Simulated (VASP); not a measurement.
# Y2B4HRh6 (a cell with a defect) in VASP: further runs

The runs below take Y2B4HRh6 (a cell with a defect) through single point, with PBEsol.

Everything below comes from runs of VASP 6.6.1. Logs are shortened: lines on timing, memory, paths and dates and some standing lists are left out, and cuts for length are marked.

## Step 1: The cell of the first run

The cell holds a defect, 13 atoms: a = 5.374 Å, b = 5.374 Å, c = 6.296 Å, α = 90.00°, β = 90.00°, γ = 120.00°.

## Step 2: Single point, PBEsol

Contents of INCAR:

```
PREC = Accurate
ENCUT = 520
EDIFF = 1E-7
ISMEAR = 0
SIGMA = 0.1
LREAL = F
LASPH = T
NELM = 80
ALGO = Normal
ISIF = 2
LWAVE = F
LCHARG = T
GGA = PS
LELF = T
LVHAR = T
NBANDS = 74
```

Contents of KPOINTS:

```
Automatic mesh
0
Gamma
  4 4 3
```

Contents of POSCAR:

```
Y2B4HRh6
1.0
    5.3736450000      0.0000000000      0.0000000000
   -2.6868220000      4.6537130000      0.0000000000
    0.0000000000      0.0000000000      6.2963550000
Y B Rh H
2 4 6 1
Direct
    0.0174113373      0.0017025115      0.2688031409
    0.0174258503      0.0016191372      0.7498428853
    0.6609659960      0.3347157420      0.2618889818
    0.3183650138      0.6564366990      0.2617022071
    0.6608826042      0.3348307040      0.7570810413
    0.3183760874      0.6564394925      0.7572606691
   -0.0090956220      0.4908424735      0.0094883468
    0.5051559690      0.5169616175      0.0094535648
    0.4782620504      0.0051545938      0.0094502295
    0.0000869110      0.4949155653      0.5095999193
    0.5036220717      0.5008014031      0.5094838204
    0.5014596122     -0.0035532917      0.5093173749
    0.7518097326      0.9478661447      0.0092391550
```

Potentials or basis: VASP PAW PBE potentials, release 64 (Y_sv, B, Rh_pv, H).

Command:

```sh
cat potpaw_PBE.64/Y_sv/POTCAR potpaw_PBE.64/B/POTCAR potpaw_PBE.64/Rh_pv/POTCAR potpaw_PBE.64/H/POTCAR > POTCAR
mpirun -np 1 vasp_std > vasp.out
```

OUTCAR:

```text
PREC = Accurate
   ENCUT = 520
   EDIFF = 1E-7
   ISMEAR = 0
   LREAL = F
   LASPH = T
   NELM = 80
   ISIF = 2
   GGA = PS

 ion  position               nearest neighbor table
   1  0.017  0.002  0.269-  13 2.09   9 2.96   3 3.00   4 3.01  12 3.02   2 3.03   4 3.05  11 3.05
                            10 3.08  10 3.09   3 3.11  11 3.12   7 3.14   8 3.14  12 3.15   8 3.15
   2  0.017  0.002  0.750-  13 2.09   9 2.96   5 3.00   6 3.01  12 3.02   1 3.03  11 3.05   6 3.05
                            10 3.08  10 3.09   5 3.11  11 3.12   7 3.14   8 3.14  12 3.15   8 3.15
   3  0.661  0.335  0.262-  11 2.17   7 2.21   9 2.21  12 2.22  10 2.22   8 2.24   1 3.00   1 3.11
                             1 3.21
   4  0.318  0.656  0.262-  10 2.15   8 2.20   7 2.20  12 2.22  11 2.23   9 2.27   1 3.01   1 3.05
                             1 3.25
   5  0.661  0.335  0.757-  11 2.17   7 2.21   9 2.21  12 2.22  10 2.22   8 2.24   2 3.00   2 3.11
                             2 3.21
   6  0.318  0.656  0.757-  10 2.15   8 2.20   7 2.20  12 2.22  11 2.23   9 2.27   2 3.01   2 3.05
                             2 3.25
   7  0.991  0.491  0.009-   4 2.20   6 2.20   3 2.21   5 2.21   8 2.68   9 2.69   9 2.69   8 2.70
                             1 3.14   2 3.14  10 3.15  10 3.15   1 3.16   2 3.16
   8  0.505  0.517  0.009-  13 2.01   6 2.20   4 2.20   5 2.24   3 2.24   9 2.68   7 2.68   7 2.70
                             9 2.70   1 3.14   2 3.14  11 3.15  11 3.15   1 3.15   2 3.15
   9  0.478  0.005  0.009-  13 1.65   3 2.21   5 2.21   6 2.27   4 2.27   8 2.68   7 2.69   7 2.69
                             8 2.70   1 2.96   2 2.96  12 3.15  12 3.15   1 3.33   2 3.33
  10  0.000  0.495  0.510-   6 2.15   4 2.15   5 2.22   3 2.22  12 2.68  11 2.68  11 2.69  12 2.69
                             2 3.08   1 3.08   2 3.09   1 3.09   7 3.15   7 3.15
  11  0.504  0.501  0.509-   5 2.17   3 2.17   6 2.23   4 2.23  12 2.67  10 2.68  10 2.69  12 2.70
                             2 3.05   1 3.05   2 3.12   1 3.12   8 3.15   8 3.15
  12  0.501  0.996  0.509-   3 2.22   5 2.22   4 2.22   6 2.22  11 2.67  10 2.68  10 2.69  11 2.70
                             2 3.02   1 3.02   1 3.15   2 3.15   9 3.15   9 3.15
  13  0.752  0.948  0.009-   9 1.65   8 2.01   2 2.09   1 2.09

  LATTYP: Found a hexagonal cell.
 ALAT       =     5.3736450000
 C/A-ratio  =     1.1717102637

  Lattice vectors:

 A1 = (   5.3736450000,   0.0000000000,   0.0000000000)
 A2 = (  -2.6868220000,   4.6537130000,   0.0000000000)
 A3 = (   0.0000000000,   0.0000000000,   6.2963550000)

Analysis of symmetry for initial positions (statically):
=====================================================================
 Subroutine PRICEL returns:
 Original cell was already a primitive cell.

 Routine SETGRP: Setting up the symmetry group for a
 hexagonal supercell.

 Subroutine GETGRP returns: Found  1 space group operations
 (whereof  1 operations were pure point group operations)
 out of a pool of 24 trial point group operations.

The static configuration has the point symmetry C_1 .

Analysis of symmetry for dynamics (positions and initial velocities):
=====================================================================
 Subroutine PRICEL returns:
 Original cell was already a primitive cell.

 Routine SETGRP: Setting up the symmetry group for a
 hexagonal supercell.

 Subroutine GETGRP returns: Found  1 space group operations
 (whereof  1 operations were pure point group operations)
 out of a pool of 24 trial point group operations.

The dynamic configuration has the point symmetry C_1 .

 Subroutine INISYM returns: Found  1 space group operations
 (whereof  1 operations are pure point group operations),
 and found     1 'primitive' translations

----------------------------------------------------------------------------------------

                                     Primitive cell

  volume of cell :     157.4555

  direct lattice vectors                    reciprocal lattice vectors
     5.373645000  0.000000000  0.000000000     0.186093424  0.107441071  0.000000000
    -2.686822000  4.653713000  0.000000000     0.000000000  0.214882181  0.000000000
     0.000000000  0.000000000  6.296355000     0.000000000  0.000000000  0.158822049

  length of vectors
     5.373645000  5.373644680  6.296355000     0.214882168  0.214882181  0.158822049

  position of ions in fractional coordinates (direct lattice)
     0.017411337  0.001702511  0.268803141
     0.017425850  0.001619137  0.749842885
[... 35 lines left out ...]

 Generating k-lattice:

  Cartesian coordinates                     Fractional coordinates (reciprocal lattice)
     0.046523356  0.026860268  0.000000000     0.250000000 -0.000000000  0.000000000
     0.000000000  0.053720545  0.000000000     0.000000000  0.250000000  0.000000000
     0.000000000  0.000000000  0.052940683     0.000000000  0.000000000  0.333333333

  Length of vectors
     0.053720542  0.053720545  0.052940683

  Shift w.r.t. Gamma in fractional coordinates (k-lattice)
     0.000000000  0.000000000  0.000000000

 Subroutine IBZKPT returns following result:
 ===========================================

 Found     26 irreducible k-points:

 Following reciprocal coordinates:
            Coordinates               Weight
  0.000000  0.000000  0.000000      1.000000
  0.250000 -0.000000  0.000000      2.000000
  0.000000  0.250000  0.000000      2.000000
 -0.250000  0.250000  0.000000      2.000000
  0.500000 -0.000000  0.000000      1.000000
  0.000000  0.500000  0.000000      1.000000
[... 16 lines left out ...]
  0.500000  0.250000  0.333333      2.000000
 -0.250000 -0.250000  0.333333      2.000000
 [... further k-points ...]
   k-points           NKPTS =     26   k-points in BZ     NKDIM =     26   number of bands    NBANDS=     74
   number of dos      NEDOS =    301   number of ions     NIONS =     13
   total plane-waves  NPLWV =  76800
   dimension x,y,z NGX =    40 NGY =   40 NGZ =   48
   dimension x,y,z NGXF=    80 NGYF=   80 NGZF=   96
   ions per type =               2   4   6   1
   NGX,Y,Z   is equivalent  to a cutoff of  12.37, 12.37, 12.67 a.u.
   NGXF,Y,Z  is equivalent  to a cutoff of  24.75, 24.75, 25.35 a.u.
 SYSTEM =  unknown system
   PREC   = accura    normal or accurate (medium, high low for compatibility)
   ISTART =      0    job   : 0-new  1-cont  2-samecut
   ICHARG =      2    charge: 1-file 2-atom 10-const
   ISPIN  =      1    spin polarized calculation?
   LNONCOLLINEAR =      F non collinear calculations
   LSORBIT =      F    spin-orbit coupling
   LASPH  =      T    aspherical Exc in radial PAW
   ENCUT  =  520.0 eV  38.22 Ry    6.18 a.u.   9.99  9.99 11.71*2*pi/ulx,y,z
   NELM   =     80;   NELMIN=  2; NELMDL= -5     # of ELM steps
   EDIFF  = 0.1E-06   stopping-criterion for ELM
   LREAL  =      F    real-space projection
   EDIFFG = 0.1E-05   stopping-criterion for IOM
   NSW    =      0    number of steps for IOM
   IBRION =     -1    ionic relax: 0-MD 1-quasi-New 2-CG
   NFREE  =      0    steps in history (QN), initial steepest desc. (CG)
   ISIF   =      2    stress and relaxation
   ISYM   =      2    0-nonsym 1-usesym 2-fastsym
   POTIM  = 0.5000    time-step for ionic-motion
   TEBEG  =    0.0;   TEEND  =   0.0 temperature during run
   PSTRESS=    0.0 pullay stress
   NELECT =     125.0000    total number of electrons
   NUPDOWN=      -1.0000    fix difference up-down
   EMIN   =  10.00;   EMAX   =-10.00  energy-range for DOS
   EFERMI =   0.00;   METHOD = LEGACY
   ISMEAR =     0;   SIGMA  =   0.10  broadening in eV -4-tet -1-fermi 0-gaus
   EFERMI_NEDOS =   21; number of points for ismear=-14 and -15
   IALGO  =     38    algorithm
   IMIX   =      4    mixing-type and parameters
     AMIX     =   0.40;   BMIX     =  1.00
     AMIX_MAG =   1.60;   BMIX_MAG =  1.00
  volume/ion in A,a.u.               =      12.11        81.74
  Fermi-wavevector in a.u.,A,eV,Ry     =   1.515859  2.864559 31.263870  2.297830
  Thomas-Fermi vector in A             =   2.625327
   LORBIT       =      0    0 simple, 1 ext, 2 COOP (PROOUT), +10 PAW based schemes
   GGA     = PS    functional components
   LHFCALC =     F    Hartree Fock is set to
   AEXX    =    0.0000 exact exchange contribution
   IVDW    =     0    specifies the selected vdW correction
   LEPSILON=     F    determine dielectric tensor
   LRPA    =     F    only Hartree local field effects (RPA)
 non-spin polarized calculation
 Gauss-broadening in eV      SIGMA  =   0.10
  energy-cutoff  :      520.00
  volume of cell :      157.46
 maximum number of plane-waves:      4259
   NGX = 19   NGY = 19   NGZ = 23

 number of electron     124.9999990 magnetization

 Free energy of the ion-electron system (eV)
  ---------------------------------------------------
  ext. energy  EPLUGINS =         0.00000000
  ---------------------------------------------------
  free energy    TOTEN  =      -102.54845990 eV

  energy without entropy =     -102.53127879  energy(sigma->0) =     -102.53986935

 E-fermi :   8.9847     XC(G=0): -12.9282

 val. band max:        8.9735659430   @ k =   0.5000   0.2500   0.0000
 cond. band min:       9.0143745797   @ k =  -0.2500   0.5000   0.0000
 fundamental gap:      0.0408086368
 Fermi energy:         8.9846615858

 k-point     1 :       0.0000    0.0000    0.0000
  band No.  band energies     occupation
      1     -38.2128      2.00000
      2     -38.0842      2.00000
      3     -37.9216      2.00000
      4     -37.8054      2.00000
      5     -37.7769      2.00000
      6     -37.6878      2.00000
[... 1837 lines left out ...]
     73      12.8367      0.00000
     74      13.1167      0.00000

 [... further k-points ...]
[... 5 lines left out ...]
  --------------------------------------------------------------------------------------
  -------------------------------------------------------------------------------------
  Total        1.8259552     -3.0926583     -0.4639881      0.3391462      0.0010486     -0.0026814
  in kB       18.5798808    -31.4691304     -4.7212788      3.4509587      0.0106702     -0.0272847
  external PRESSURE =      -5.8701761 kB  Pullay stress =       0.0000000 kB

 VOLUME and BASIS-vectors are now :
 -----------------------------------------------------------------------------
  energy-cutoff  :      520.00
  volume of cell :      157.46
      direct lattice vectors                 reciprocal lattice vectors
     5.373645000  0.000000000  0.000000000     0.186093424  0.107441071  0.000000000
    -2.686822000  4.653713000  0.000000000     0.000000000  0.214882181  0.000000000
     0.000000000  0.000000000  6.296355000     0.000000000  0.000000000  0.158822049

 POSITION                                       TOTAL-FORCE (eV/Angst)
 -----------------------------------------------------------------------------------
      0.08899      0.00792      1.69248        -0.007726      0.070968     -0.003960
      0.08929      0.00753      4.72128        -0.005858      0.072577      0.009948
      2.65248      1.55767      1.64895         0.021962      0.005388      0.002285
     -0.05295      3.05487      1.64777        -0.020552      0.006497      0.000905
      2.65172      1.55821      4.76685         0.024890      0.000190     -0.003673
     -0.05290      3.05488      4.76798        -0.018534      0.007952     -0.001008
      4.00596      2.28424      0.05974        -0.025744      0.077065     -0.001456
      1.32554      2.40579      0.05952         0.054996      0.082943      0.000102
      2.55616      0.02399      0.05950        -0.008806      0.145725     -0.001596
     -1.32928      2.30320      3.20862        -0.038491      0.014814     -0.005417
      1.36072      2.33059      3.20789         0.021190      0.018559     -0.002771
      0.01739      4.63718      3.20684        -0.006547      0.041555      0.003642
      1.49321      4.41110      0.05817         0.009221     -0.544235      0.002998
 -----------------------------------------------------------------------------------
    total drift:                                0.000096     -0.000037     -0.000794

  FREE ENERGIE OF THE ION-ELECTRON SYSTEM (eV)
  ---------------------------------------------------
  free  energy   TOTEN  =      -102.5484599003 eV

  energy  without entropy=     -102.5312787911  energy(sigma->0) =     -102.53986935
```

It took 8.5 min on 1 thread of Intel Xeon Platinum 8175M at 2.50GHz (Skylake/Cascade Lake), shared host; peak memory 0.43 GiB.

What came out:

| Property | Result |
| --- | --- |
| Free energy | -102.5485 eV |
| Pressure | -0.6 GPa |
| Largest force | 0.544 eV/Å |
| Band gap on the k mesh | zero (an odd number of electrons rules out a gap without spin polarisation) |

Forces in eV/Å, atoms in the order of the input:
```
Y   -0.008  0.071 -0.004
Y   -0.006  0.073  0.010
B    0.022  0.005  0.002
B   -0.021  0.006  0.001
B    0.025  0.000 -0.004
B   -0.019  0.008 -0.001
Rh  -0.026  0.077 -0.001
Rh   0.055  0.083  0.000
Rh  -0.009  0.146 -0.002
Rh  -0.038  0.015 -0.005
Rh   0.021  0.019 -0.003
Rh  -0.007  0.042  0.004
H    0.009 -0.544  0.003
```

Caveat: the PAW data sets were made with another functional, which shifts forces and pressure a little.

## Step 3: Single point, PBEsol

Contents of INCAR:

```
  PREC = Accurate
  ENCUT = 520
  EDIFF = 1E-6
  ISMEAR = 0
  SIGMA = 0.1
  LREAL = False
  LASPH = True
  NELM = 60
  ALGO = Normal
  ISIF = 2
  LWAVE = False
  LCHARG = False
  GGA = PS
  NBANDS = 74
```

Contents of KPOINTS:

```
regular mesh
0
Gamma
  4 4 3
```

Contents of POSCAR:

```
Y2B4HRh6
1.0
    5.3736450000      0.0000000000      0.0000000000
   -2.6868220000      4.6537130000      0.0000000000
    0.0000000000      0.0000000000      6.2963550000
Y B Rh H
2 4 6 1
Direct
    0.0178553798      0.0050559628      0.2678084384
    0.0171364886      0.0051002286      0.7510637504
    0.6615620245      0.3308066054      0.2621467500
    0.3153411407      0.6539455699      0.2618581703
    0.6608406373      0.3309914041      0.7567889676
    0.3160222786      0.6542169661      0.7571064529
   -0.0071268330      0.4949430702      0.0092593254
    0.5042437810      0.5134757988      0.0096681334
    0.4836161316      0.0075004625      0.0093519187
   -0.0014034199      0.4945238351      0.5098136938
    0.5026091935      0.4999878592      0.5092552755
    0.4994723876     -0.0050746576      0.5093828096
    0.7271412122      0.8972699864      0.0097905852
```

Potentials or basis: VASP PAW PBE potentials, release 64 (Y_sv, B, Rh_pv, H).

Command:

```sh
cat potpaw_PBE.64/Y_sv/POTCAR potpaw_PBE.64/B/POTCAR potpaw_PBE.64/Rh_pv/POTCAR potpaw_PBE.64/H/POTCAR > POTCAR
mpirun -np 1 vasp_std > vasp.out
```

It took 7.1 min on 1 thread of Intel Xeon Platinum 8259CL at 2.50GHz (Skylake/Cascade Lake), shared host; peak memory 0.42 GiB.

Results (log left out):

```yaml
Free_energy: -102.6852 eV
Pressure: -0.4 GPa
Largest_force: 0.417 eV/Å
Band_gap_on_the_k_mesh: zero (an odd number of electrons rules out a gap without spin polarisation)
```

Forces in eV/Å, atoms in the order of the input:
```
Y   -0.020  0.063 -0.011
Y   -0.010  0.061  0.015
B    0.018  0.010  0.003
B   -0.015  0.020  0.001
B    0.023  0.004 -0.004
B   -0.014  0.017  0.000
Rh  -0.008  0.061  0.000
Rh   0.023  0.008 -0.001
Rh   0.023  0.068  0.000
Rh  -0.036  0.031 -0.005
Rh   0.003  0.027  0.001
Rh  -0.011  0.045  0.003
H    0.025 -0.416 -0.002
```

Stress tensor (GPa, compression positive):
```
 1.06  0.83  0.01
 0.83 -2.13  0.00
 0.01  0.00 -0.22
```

Levels at points of the mesh, in eV from the Fermi level:
```tsv
k point	band 59	band 60	band 61	band 62	band 63	band 64	band 65	band 66
(0.00, 0.00, 0.00)	-0.97	-0.96	-0.78	-0.69	-0.61	-0.29	-0.27	0.50
(0.50, 0.00, 0.00)	-1.14	-1.12	-0.82	-0.45	-0.28	0.04	0.15	1.41
(0.00, 0.50, 0.00)	-1.07	-0.96	-0.80	-0.36	-0.35	-0.06	0.18	1.10
(0.50, 0.50, 0.00)	-1.08	-1.04	-0.81	-0.38	-0.34	0.01	0.17	1.23
```

Caveat: the PAW data sets were made with another functional, which shifts forces and pressure a little.

The gap in the log of VASP goes by the Fermi energy; the results here count the filled bands.